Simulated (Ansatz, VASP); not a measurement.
**Rb: VASP beside Ansatz**

The input POSCAR:

```
Rb
1.0
   -2.8677202310      2.8677202310      2.8677202310
    2.8677202310     -2.8677202310      2.8677202310
    2.8677202310      2.8677202310     -2.8677202310
Rb
1
Direct
    0.0000000000      0.0000000000      0.0000000000
```

The input INCAR.step1:

```
SYSTEM = Rb
ALGO = Normal
EDIFF = 1E-4
ENCUT = 520
GGA = PE
ISMEAR = -1
LASPH = .TRUE.
LCHARG = .FALSE.
LREAL = .FALSE.
LWAVE = .TRUE.
NBANDS = 10
NELM = 100
PREC = Accurate
SIGMA = 0.1
```

Contents of INCAR.step2:

```
SYSTEM = Rb
ALGO = Normal
EDIFF = 1E-6
ENCUT = 520
ISIF = 2
ISMEAR = -1
ISTART = 1
LASPH = .TRUE.
LCHARG = .TRUE.
LELF = .TRUE.
LMIXTAU = .TRUE.
LREAL = .FALSE.
LVHAR = .TRUE.
LWAVE = .FALSE.
METAGGA = R2SCAN
NBANDS = 10
NELM = 100
PREC = Accurate
SIGMA = 0.1
```

Contents of KPOINTS:

```
k-points
0
G
  8 8 8
  0 0 0
```

Input for Ansatz:

```yaml
crystal:
  lattice:
    - [-2.867720231, 2.867720231, 2.867720231]
    - [2.867720231, -2.867720231, 2.867720231]
    - [2.867720231, 2.867720231, -2.867720231]
  atoms:
    - { symbol: Rb, position: [0.0, 0.0, 0.0] }
hamiltonian:
  xc: r2scan
  pseudopotentials:
    kind: paw
    azcp:
      Rb: "pseudopotentials/Rb.paw.azcp"
basis:
  ecutwfc: 500
  fft_grid_basis: typed
kpoints:
  mp_grid: { grid: [8, 8, 8], shift: [0, 0, 0] }
magnetization:
  spin_polarized: false
scf:
  occupations: { method: fermi_dirac, width: 0.1 }
  lower_state_search: "off"
output:
  stress: true
```

Alike in both runs: task single point; functional r2SCAN; k mesh 8 × 8 × 8; occupations fermi-dirac, width 0.1 eV; no spin polarisation.

|  | VASP | Ansatz |
| --- | --- | --- |
| version | VASP 6.6.1 | Ansatz 0.2.0 |
| potentials or method | VASP PAW PBE potentials, release 64 (Rb_sv), cutoff 520 eV | plane waves (500 eV) with PAW, scalar-relativistic |
| valence electrons in the cell | 9 | 9 |

```tsv
	VASP	Ansatz	Ansatz less VASP
pressure (GPa)	0.0	0.0	0.00
```

VASP's potentials were made for PBE, not for r2SCAN.
